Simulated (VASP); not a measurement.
Here is a VASP 6.6.1 calculation.

Contents of INCAR:

```
SYSTEM = MnAs
ALGO = Normal
EDIFF = 1E-8
ENCUT = 520
GGA = PE
ISIF = 2
ISMEAR = -1
ISPIN = 2
LASPH = .True.
LCHARG = .False.
LEFG = .True.
LMAXMIX = 4
LORBIT = 11
LREAL = .False.
LWAVE = .False.
MAGMOM = 4 0
NBANDS = 20
NELM = 150
PREC = Accurate
SIGMA = 0.08
```

File KPOINTS:

```
k-points
0
Gamma
  12 12 12
  0 0 0
```

File POSCAR:

```
MnAs
1.0
    0.0000000000      2.6253430898      2.6253430898
    2.6253430898      0.0000000000      2.6253430898
    2.6253430898      2.6253430898      0.0000000000
Mn As
1 1
Direct
    0.0000000000      0.0000000000      0.0000000000
    0.5000000000      0.5000000000      0.5000000000
```

Potentials or basis: VASP PAW PBE potentials, release 64 (Mn_pv, As).

Run with:

```console
$ cat potpaw_PBE.64/Mn_pv/POTCAR potpaw_PBE.64/As/POTCAR > POTCAR
$ mpirun -np 1 vasp_std > vasp.out
```

(1) Predict the net moment.

(2) Predict the pressure.

Results:

(1) 3.78 μB per cell.

(2) -3.2 GPa.

Caveat: the cell stands under tension; a cell with one magnetic atom can't hold antiferromagnetic order, which such compounds often take.
